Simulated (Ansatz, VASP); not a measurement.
In: VASP beside Ansatz

Contents of INCAR:

```
SYSTEM = In
ALGO = Normal
EDIFF = 1E-6
ENCUT = 500
GGA = PE
GGA_COMPAT = .FALSE.
ISIF = 2
ISMEAR = -1
LASPH = .TRUE.
LCHARG = .FALSE.
LREAL = .FALSE.
LWAVE = .FALSE.
NBANDS = 12
NELM = 120
PREC = Accurate
SIGMA = 0.05
```

The input KPOINTS:

```
k-points
0
G
  12 12 12
  0 0 0
```

Contents of POSCAR:

```
In
1.0
    3.0885281575      0.0000000000      0.0000000000
    0.0000000000      3.0885281575      0.0000000000
    0.0000000000      0.0000000000      3.0885281575
In
1
Direct
    0.0000000000      0.0000000000      0.0000000000
```

Input for Ansatz:

```yaml
crystal:
  lattice:
    - [3.0885281575, 0.0, 0.0]
    - [0.0, 3.0885281575, 0.0]
    - [0.0, 0.0, 3.0885281575]
  atoms:
    - { symbol: In, position: [0.0, 0.0, 0.0] }
kpoints:
  mp_grid: { grid: [12, 12, 12] }
scf:
  occupations: { method: fermi_dirac, width: 0.05 }
hamiltonian:
  xc: pbe
  pseudopotentials: { kind: all_electron, datasets: crystal }
output:
  forces: true
  stress: true
  eigenvalues: true
```

Change from the starting cell: volume scaled by 1, crystal datasets.

Alike in both runs: task single point; functional PBE; k mesh 12 × 12 × 12; occupations fermi-dirac, width 0.05 eV; no spin polarisation.

```csv
,VASP,Ansatz
version,VASP 6.6.1,Ansatz 0.2.0
potentials or method,"VASP PAW PBE potentials, release 64 (In_d), cutoff 500 eV","all-electron PAW with datasets made for the crystal, scalar-relativistic"
```

|  | VASP | Ansatz | Ansatz less VASP |
| --- | --- | --- | --- |
| pressure (GPa) | 0.0 | 0.0 | +0.04 |

Ansatz ran all-electron here, and VASP with PAW potentials.
